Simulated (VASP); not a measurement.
Here is a VASP 6.6.1 calculation.

File INCAR:

```
SYSTEM = SnTe
ALGO = Normal ; EDIFF = 1E-6
ENCUT = 500 ; GGA = PE
GGA_COMPAT = .False. ; ISIF = 2
ISMEAR = 0 ; LASPH = .True.
LCHARG = .False. ; LREAL = .False.
LWAVE = .False. ; NBANDS = 17
NELM = 120 ; PREC = Accurate
SIGMA = 0.1
```

The input KPOINTS:

```
k-points
0
Gamma
  4 4 4
  0 0 0
```

POSCAR

```
SnTe
1.0
    0.0000000000      3.4735619571      3.4735619571
    3.4735619571      0.0000000000      3.4735619571
    3.4735619571      3.4735619571      0.0000000000
Sn Te
1 1
Direct
    0.0000000000      0.0000000000      0.0000000000
    0.7500000000      0.7500000000      0.7500000000
```

Potentials or basis: VASP PAW PBE potentials, release 64 (Sn_d, Te).

The run is started by

```console
$ cat potpaw_PBE.64/Sn_d/POTCAR potpaw_PBE.64/Te/POTCAR > POTCAR
$ mpirun -np 1 vasp_std > vasp.out
```

Task: Estimate the pressure.

Result: 2.5 GPa.

Task: Estimate the band gap on the k mesh.

Result: Zero (band 10 reaches 4.36 eV, above the bottom of band 11 at 4.10 eV).

Caveat: the k points lie up to 0.39 Å⁻¹ apart; spin-orbit coupling is left out, which moves the levels of the heavy elements.
